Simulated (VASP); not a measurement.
Write the native input for VASP 6.6.1 that does the following.

* Task: single point
* Functional: HSE06
* Potentials or basis: VASP PAW PBE potentials, release 64 (Hg, Te)
* Cutoff: 520 eV
* k mesh: 4 × 4 × 4
* Occupations: fermi-dirac, width 0.05 eV
* Spin: no spin polarisation
* Dipole correction: no
* Grid for exact exchange (PRECFOCK): Normal
* Further INCAR settings: ALGO = Normal; EDIFF = 1e-06; NBANDS = 16
* Share of exact exchange: 0.25
* Screening parameter: 0.2079 1/Å

HgTe:

```
Hg Te
1.0
     0.00000    3.21450    3.21450
     3.21450    0.00000    3.21450
     3.21450    3.21450    0.00000
Hg Te
1 1
Direct
  0.00000 0.00000 0.00000
  0.75000 0.75000 0.75000
```

One way to write it, as run:

POSCAR

```
HgTe
1.0
    0.0000000000      3.2145000000      3.2145000000
    3.2145000000      0.0000000000      3.2145000000
    3.2145000000      3.2145000000      0.0000000000
Hg Te
1 1
Direct
    0.0000000000      0.0000000000      0.0000000000
    0.7500000000      0.7500000000      0.7500000000
```

INCAR.step1

```
ALGO     = Normal         # electronic algorithm
EDIFF    = 1E-5           # SCF threshold, eV
ENCUT    = 520            # plane-wave cutoff, eV
GGA      = PE             # functional
ISIF     = 2              # what is computed and relaxed
ISMEAR   = -1             # smearing method
LASPH    = True           # aspherical terms in the spheres
LCHARG   = False          # write CHGCAR
LREAL    = False          # projectors in reciprocal space
LWAVE    = True           # write WAVECAR
NBANDS   = 16             # bands
NELM     = 80             # most SCF steps
PREC     = Accurate       # precision mode
SIGMA    = 0.05           # smearing width, eV
```

INCAR.step2

```
ALGO     = Normal         # electronic algorithm
EDIFF    = 1E-6           # SCF threshold, eV
ENCUT    = 520            # plane-wave cutoff, eV
GGA      = PE             # functional
HFSCREEN = 0.2079         # screening, 1/A
ISIF     = 2              # what is computed and relaxed
ISMEAR   = -1             # smearing method
ISTART   = 1            
LASPH    = True           # aspherical terms in the spheres
LCHARG   = False          # write CHGCAR
LHFCALC  = True           # exact exchange
LREAL    = False          # projectors in reciprocal space
LWAVE    = False          # write WAVECAR
NBANDS   = 16             # bands
NELM     = 80             # most SCF steps
PREC     = Accurate       # precision mode
PRECFOCK = Normal       
SIGMA    = 0.05           # smearing width, eV
```

KPOINTS

```
k-points
0
Gamma
  4 4 4
```

Potentials or basis: VASP PAW PBE potentials, release 64 (Hg, Te).

Run with:

```sh
$ cat potpaw_PBE.64/Hg/POTCAR potpaw_PBE.64/Te/POTCAR > POTCAR
$ cp INCAR.step1 INCAR
$ mpirun -np 1 vasp_std > vasp.out
$ cp INCAR.step2 INCAR
$ mpirun -np 1 vasp_std > vasp.out
```

It gave:

| Property | Result |
| --- | --- |
| Pressure | 3.4 GPa |
| Band gap on the k mesh | zero (filled and empty bands touch) |

Caveat: the k points lie up to 0.42 Å⁻¹ apart; the PAW data sets were made with another functional, which shifts forces and pressure a little; spin-orbit coupling is left out, which moves the levels of the heavy elements.

Run time: 9.9 min on 1 thread of Intel(R) Xeon(R) Platinum 8375C CPU @ 2.90GHz (Ice Lake), with other jobs on the host, peak memory 0.32 GiB.
